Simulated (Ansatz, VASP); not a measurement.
## One calculation of Sb, two programs

```
CELL_PARAMETERS angstrom
3.11036 0.00000 0.00000
0.00000 3.11036 0.00000
0.00000 0.00000 3.11036
ATOMIC_POSITIONS crystal
Sb 0.50000 0.50000 0.50000
```

Alike in both runs: functional PBE; k mesh 20 × 20 × 20; occupations fermi-dirac, width 0.15 eV; no spin polarisation.

Ansatz relaxed the structure, and its values are those at the end. VASP's run is a single point on that final structure, the one shown.

|  | VASP | Ansatz |
| --- | --- | --- |
| version | VASP 6.6.1 | Ansatz 0.2.0 |
| potentials or method | VASP PAW PBE potentials, release 64 (Sb), cutoff 520 eV | scalar-relativistic, plane waves, PAW |
| valence electrons in the cell | 5 | 15 |

```tsv
	VASP	Ansatz	Ansatz less VASP
gap on the k mesh at the Fermi level (eV)	none	none	-
pressure (GPa)	0.0	0.0	+0.03
```

A gap of «none» marks a metal or a gap that the smearing closes. VASP's potentials hold 5 valence electrons a cell and Ansatz's 15, so a difference there can come from the potentials and not from the codes.

Spin-orbit coupling is off throughout.
